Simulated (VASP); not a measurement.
# BaZrO3 (Pm-3m) in VASP: notebook

BaZrO3 is run at these levels: r2SCAN; tasks: single point.

All numbers are computed with VASP 6.6.1; they aren't measurements. Logs are shortened: lines on timing, memory, paths and dates and some standing lists are left out, and cuts for length are marked.

## Step 1: The cell of the first run

Symmetry: Pm-3m, No. 221, cubic system. The conventional cell has a = 4.106 Å, b = 4.106 Å, c = 4.106 Å, α = 90.00°, β = 90.00°, γ = 90.00°. Within 3.8 Å of Ba (site symmetry m-3m) lie 12 O at 2.90 Å and 8 Zr at 3.56 Å. Zr (site symmetry m-3m) has 6 O at 2.05 Å within 2.7 Å. Within 2.7 Å of O (site symmetry 4/mmm) lie 2 Zr at 2.05 Å.

## Step 2: Single point, r2SCAN

File POSCAR:

```
BaZrO3
1.0
    4.1057784409      0.0000000000      0.0000000000
    0.0000000000      4.1057784409      0.0000000000
    0.0000000000      0.0000000000      4.1057784409
Ba Zr O
1 1 3
Direct
    0.0000000000      0.0000000000      0.0000000000
    0.5000000000      0.5000000000      0.5000000000
    0.5000000000      0.5000000000      0.0000000000
    0.5000000000      0.0000000000      0.5000000000
    0.0000000000      0.5000000000      0.5000000000
```

File INCAR.step1:

```
ALGO = Normal
EDIFF = 1E-4
ENCUT = 520
GGA = PE
ISMEAR = -1
LASPH = T
LCHARG = F
LREAL = F
LWAVE = T
NBANDS = 28
NELM = 80
PREC = Accurate
SIGMA = 0.05
```

File INCAR.step2:

```
ALGO = Normal
EDIFF = 1E-6
ENCUT = 520
ISIF = 2
ISMEAR = -1
ISTART = 1
LASPH = T
LCHARG = F
LMIXTAU = T
LREAL = F
LWAVE = F
METAGGA = R2SCAN
NBANDS = 28
NELM = 80
PREC = Accurate
SIGMA = 0.05
```

File KPOINTS:

```
k-points
0
Gamma
  6 6 6
```

Potentials or basis: VASP PAW PBE potentials, release 64 (Ba_sv, Zr_sv, O).

Command:

```sh
$ cat potpaw_PBE.64/Ba_sv/POTCAR potpaw_PBE.64/Zr_sv/POTCAR potpaw_PBE.64/O/POTCAR > POTCAR
$ cp INCAR.step1 INCAR
$ mpirun -np 1 vasp_std > vasp.out
$ cp INCAR.step2 INCAR
$ mpirun -np 1 vasp_std > vasp.out
```

OUTCAR:

```text
EDIFF = 1E-6
   ENCUT = 520
   ISIF = 2
   ISMEAR = -1
   ISTART = 1
   LASPH = T
   LREAL = F
   METAGGA = R2SCAN
   NELM = 80
   PREC = Accurate

 ion  position               nearest neighbor table
   1  0.000  0.000  0.000-   3 2.90   4 2.90   5 2.90   4 2.90   5 2.90   3 2.90   5 2.90   5 2.90
                             3 2.90   4 2.90   4 2.90   3 2.90   2 3.56   2 3.56   2 3.56   2 3.56
   2  0.500  0.500  0.500-   3 2.05   4 2.05   5 2.05   3 2.05   4 2.05   5 2.05   1 3.56   1 3.56
                             1 3.56   1 3.56   1 3.56   1 3.56   1 3.56   1 3.56
   3  0.500  0.500  0.000-   2 2.05   2 2.05   1 2.90   1 2.90   1 2.90   1 2.90
   4  0.500  0.000  0.500-   2 2.05   2 2.05   1 2.90   1 2.90   1 2.90   1 2.90
   5  0.000  0.500  0.500-   2 2.05   2 2.05   1 2.90   1 2.90   1 2.90   1 2.90

  LATTYP: Found a simple cubic cell.
 ALAT       =     4.1057784409

  Lattice vectors:

 A1 = (   4.1057784409,   0.0000000000,   0.0000000000)
 A2 = (   0.0000000000,   4.1057784409,   0.0000000000)
 A3 = (   0.0000000000,   0.0000000000,   4.1057784409)

Analysis of symmetry for initial positions (statically):
=====================================================================
 Subroutine PRICEL returns:
 Original cell was already a primitive cell.

 Routine SETGRP: Setting up the symmetry group for a
 simple cubic supercell.

 Subroutine GETGRP returns: Found 48 space group operations
[... 9 lines left out ...]

 Routine SETGRP: Setting up the symmetry group for a
 simple cubic supercell.

 Subroutine GETGRP returns: Found 48 space group operations
[... 11 lines left out ...]
                                     Primitive cell

  volume of cell :      69.2128

  direct lattice vectors                    reciprocal lattice vectors
     4.105778441  0.000000000  0.000000000     0.243559173  0.000000000  0.000000000
     0.000000000  4.105778441  0.000000000     0.000000000  0.243559173  0.000000000
     0.000000000  0.000000000  4.105778441     0.000000000  0.000000000  0.243559173

  length of vectors
     4.105778441  4.105778441  4.105778441     0.243559173  0.243559173  0.243559173

  position of ions in fractional coordinates (direct lattice)
     0.000000000  0.000000000  0.000000000
     0.500000000  0.500000000  0.500000000
     0.500000000  0.500000000  0.000000000
     0.500000000  0.000000000  0.500000000
     0.000000000  0.500000000  0.500000000

  ion indices of the primitive-cell ions
   primitive index   ion index
                 1           1
                 2           2
                 3           3
                 4           4
[... 67 lines left out ...]
   NELM   =     80;   NELMIN=  2; NELMDL=  0     # of ELM steps
   EDIFF  = 0.1E-05   stopping-criterion for ELM
   LREAL  =      F    real-space projection
   EDIFFG = 0.1E-04   stopping-criterion for IOM
   NSW    =      0    number of steps for IOM
   IBRION =     -1    ionic relax: 0-MD 1-quasi-New 2-CG
   NFREE  =      0    steps in history (QN), initial steepest desc. (CG)
   ISIF   =      2    stress and relaxation
   ISYM   =      2    0-nonsym 1-usesym 2-fastsym
   POTIM  = 0.5000    time-step for ionic-motion
   TEBEG  =    0.0;   TEEND  =   0.0 temperature during run
   PSTRESS=    0.0 pullay stress
   NELECT =      40.0000    total number of electrons
   NUPDOWN=      -1.0000    fix difference up-down
   EMIN   =  10.00;   EMAX   =-10.00  energy-range for DOS
   EFERMI =   0.00;   METHOD = LEGACY
   ISMEAR =    -1;   SIGMA  =   0.05  broadening in eV -4-tet -1-fermi 0-gaus
   EFERMI_NEDOS =   21; number of points for ismear=-14 and -15
   IALGO  =     38    algorithm
   IMIX   =      4    mixing-type and parameters
     AMIX     =   0.40;   BMIX     =  1.00
     AMIX_MAG =   1.60;   BMIX_MAG =  1.00
  volume/ion in A,a.u.               =      13.84        93.41
  Fermi-wavevector in a.u.,A,eV,Ry     =   1.363639  2.576903 25.300176  1.859511
  Thomas-Fermi vector in A             =   2.490024
   LORBIT       =      0    0 simple, 1 ext, 2 COOP (PROOUT), +10 PAW based schemes
   METAGGA = R2SCAN    functional components
   LHFCALC =     F    Hartree Fock is set to
   AEXX    =    0.0000 exact exchange contribution
   IVDW    =     0    specifies the selected vdW correction
   LEPSILON=     F    determine dielectric tensor
   LRPA    =     F    only Hartree local field effects (RPA)
 non-spin polarized calculation
  energy-cutoff  :      520.00
  volume of cell :       69.21
 maximum number of plane-waves:      1888
 NGX is ok and might be reduce to    32
   NGX = 15   NGY = 15   NGZ = 15

 number of electron      40.0000022 magnetization

 Free energy of the ion-electron system (eV)
  ---------------------------------------------------
  ext. energy  EPLUGINS =         0.00000000
  ---------------------------------------------------
  free energy    TOTEN  =       -84.85540987 eV

  energy without entropy =      -84.85540987  energy(sigma->0) =      -84.85540987

 E-fermi :   4.9928     XC(G=0): -11.7316

 val. band max:        3.9371751192   @ k =   0.5000   0.5000   0.5000
 cond. band min:       7.7854861179   @ k =   0.0000   0.0000   0.0000
 fundamental gap:      3.8483109987
 Fermi energy:         4.9927874928

 k-point     1 :       0.0000    0.0000    0.0000
  band No.  band energies     occupation
      1     -44.1641      2.00000
      2     -21.8774      2.00000
      3     -21.7020      2.00000
      4     -21.7020      2.00000
      5     -21.7020      2.00000
      6     -13.4994      2.00000
[... 609 lines left out ...]
     27      14.1030      0.00000
     28      14.1030      0.00000

------------------------ aborting loop because EDIFF is reached ----------------------------------------

  FORCE on cell =-STRESS in cart. coord.  units (eV):
  Direction    XX          YY          ZZ          XY          YZ          ZX
  --------------------------------------------------------------------------------------
  -------------------------------------------------------------------------------------
  Total        6.5154192      6.5154192      6.5154192      0.0000000      0.0000000     -0.0000000
  in kB      150.8225978    150.8225978    150.8225978      0.0000000      0.0000000     -0.0000000
  external PRESSURE =     150.8225978 kB  Pullay stress =       0.0000000 kB

 VOLUME and BASIS-vectors are now :
 -----------------------------------------------------------------------------
  energy-cutoff  :      520.00
  volume of cell :       69.21
      direct lattice vectors                 reciprocal lattice vectors
     4.105778441  0.000000000  0.000000000     0.243559173  0.000000000  0.000000000
     0.000000000  4.105778441  0.000000000     0.000000000  0.243559173  0.000000000
     0.000000000  0.000000000  4.105778441     0.000000000  0.000000000  0.243559173

 POSITION                                       TOTAL-FORCE (eV/Angst)
 -----------------------------------------------------------------------------------
      0.00000      0.00000      0.00000         0.000000      0.000000      0.000000
      2.05289      2.05289      2.05289         0.000000      0.000000      0.000000
      2.05289      2.05289      0.00000         0.000000      0.000000      0.000000
      2.05289      0.00000      2.05289         0.000000      0.000000      0.000000
      0.00000      2.05289      2.05289         0.000000      0.000000      0.000000
 -----------------------------------------------------------------------------------
    total drift:                                0.000000     -0.000000     -0.000000

  FREE ENERGIE OF THE ION-ELECTRON SYSTEM (eV)
  ---------------------------------------------------
  free  energy   TOTEN  =       -84.8554098686 eV

  energy  without entropy=      -84.8554098686  energy(sigma->0) =      -84.85540987
```

OUTCAR.step1:

```text
EDIFF = 1E-4
   ENCUT = 520
   GGA = PE
   ISMEAR = -1
   LASPH = T
[... 846 lines left out ...]
      2.05289      2.05289      2.05289         0.000000      0.000000      0.000000
      2.05289      2.05289      0.00000         0.000000      0.000000      0.000000
      2.05289      0.00000      2.05289         0.000000      0.000000      0.000000
      0.00000      2.05289      2.05289         0.000000      0.000000      0.000000
 -----------------------------------------------------------------------------------
    total drift:                                0.000000     -0.000000     -0.000000

  FREE ENERGIE OF THE ION-ELECTRON SYSTEM (eV)
  ---------------------------------------------------
  free  energy   TOTEN  =       -41.3823620144 eV

  energy  without entropy=      -41.3823620144  energy(sigma->0) =      -41.38236201
```

OSZICAR.step1:

```text
N       E                     dE             d eps       ncg     rms          rms(c)
DAV:   1     0.308906107353E+03    0.30891E+03   -0.22180E+04  1120   0.141E+03
DAV:   2    -0.288198359104E+02   -0.33773E+03   -0.32713E+03  1396   0.355E+02
DAV:   3    -0.483322336880E+02   -0.19512E+02   -0.19442E+02  1804   0.798E+01
DAV:   4    -0.488044291580E+02   -0.47220E+00   -0.47165E+00  1532   0.995E+00
DAV:   5    -0.488138192915E+02   -0.93901E-02   -0.93896E-02  1548   0.116E+00    0.328E+01
DAV:   6    -0.414030218346E+02    0.74108E+01   -0.36026E+01  1320   0.393E+01    0.147E+01
DAV:   7    -0.413873354465E+02    0.15686E-01   -0.25310E+00  1572   0.878E+00    0.886E+00
DAV:   8    -0.413863768746E+02    0.95857E-03   -0.27500E-01  1292   0.389E+00    0.680E-01
DAV:   9    -0.413812962827E+02    0.50806E-02   -0.59378E-02  1424   0.133E+00    0.463E-01
DAV:  10    -0.413825786490E+02   -0.12824E-02   -0.13280E-02  1436   0.954E-01    0.210E-01
DAV:  11    -0.413823208732E+02    0.25778E-03   -0.14600E-03  1384   0.309E-01    0.380E-02
DAV:  12    -0.413823620144E+02   -0.41141E-04   -0.13391E-04  1068   0.823E-02
   1 F= -.41382362E+02 E0= -.41382362E+02  d E =-.520191E-11
```

It took 88 s on 1 thread of Intel Xeon Platinum 8488C (Sapphire Rapids), shared host; peak memory 0.21 GiB.

What came out:

- Free energy: -84.8554 eV
- Pressure: 15.1 GPa
- Band gap on the k mesh: 3.85 eV, indirect (least direct gap 4.01 eV)

Levels at points of the mesh, in eV from the valence-band top:
```csv
k point,band 17,band 18,band 19,band 20,band 21,band 22,band 23,band 24
"(0.00, 0.00, 0.00)",-1.11,-0.16,-0.16,-0.16,3.85,3.85,3.85,5.25
"(0.50, 0.00, 0.00)",-1.81,-1.81,-0.37,-0.37,4.35,6.66,6.66,7.22
"(0.50, 0.50, 0.00)",-0.93,-0.93,-0.65,-0.08,6.62,6.62,7.36,7.53
"(0.50, 0.50, 0.50)",-2.58,0.00,0.00,0.00,6.88,6.88,6.88,8.13
```

Caveat: the PAW data sets were made with another functional, which shifts forces and pressure a little; spin-orbit coupling is left out, which moves the levels of the heavy elements. r2SCAN opens gaps a little over a GGA but as a rule still falls short of measured ones.

[end of part 1 of 2]
